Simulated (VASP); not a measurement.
Here is a VASP 6.6.1 calculation.

POSCAR

```
ZnO
1.0
    0.0000000000      2.1337703864      2.1337703864
    2.1337703864      0.0000000000      2.1337703864
    2.1337703864      2.1337703864      0.0000000000
Zn O
1 1
Direct
    0.0000000000      0.0000000000      0.0000000000
    0.5000000000      0.5000000000      0.5000000000
```

Contents of INCAR.step1:

```
SYSTEM = ZnO
ALGO     = Normal         ! electronic algorithm
EDIFF    = 1E-5           ! SCF threshold, eV
ENCUT    = 1480           ! plane-wave cutoff, eV
GGA      = PE             ! functional
GGA_COMPAT= .FALSE.      
ISMEAR   = 0              ! smearing method
LASPH    = .TRUE.         ! aspherical terms in the spheres
LCHARG   = .FALSE.        ! write CHGCAR
LREAL    = .FALSE.        ! projectors in reciprocal space
LWAVE    = .TRUE.         ! write WAVECAR
NBANDS   = 16             ! bands
NELM     = 120            ! most SCF steps
PREC     = Accurate       ! precision mode
SIGMA    = 0.01           ! smearing width, eV
```

INCAR.step2

```
SYSTEM = ZnO
ALGO     = Normal         ! electronic algorithm
EDIFF    = 1E-6           ! SCF threshold, eV
ENCUT    = 1480           ! plane-wave cutoff, eV
GGA_COMPAT= .FALSE.      
ISIF     = 2              ! what is computed and relaxed
ISMEAR   = 0              ! smearing method
ISTART   = 1            
LASPH    = .TRUE.         ! aspherical terms in the spheres
LCHARG   = .FALSE.        ! write CHGCAR
LMIXTAU  = .TRUE.       
LREAL    = .FALSE.        ! projectors in reciprocal space
LWAVE    = .FALSE.        ! write WAVECAR
METAGGA  = R2SCAN         ! meta-GGA
NBANDS   = 16             ! bands
NELM     = 120            ! most SCF steps
PREC     = Accurate       ! precision mode
SIGMA    = 0.01           ! smearing width, eV
```

Contents of KPOINTS:

```
k-points
0
G
  10 10 10
  0 0 0
```

Potentials or basis: VASP PAW PBE potentials, release 64 (Zn, O_h).

Command:

```console
$ cat potpaw_PBE.64/Zn/POTCAR potpaw_PBE.64/O_h/POTCAR > POTCAR
$ cp INCAR.step1 INCAR
$ mpirun -np 1 vasp_std > vasp.out
$ cp INCAR.step2 INCAR
$ mpirun -np 1 vasp_std > vasp.out
```

Problem. Estimate the pressure.

Solution. 1.2 GPa.

Problem. Predict the band gap on the k mesh.

Solution. 1.55 eV (least direct gap 2.99 eV).

Caveat: the structure was generated, so it needn't be the stable form of ZnO; the PAW data sets were made with another functional, which shifts forces and pressure a little. A k mesh can miss the band edges.
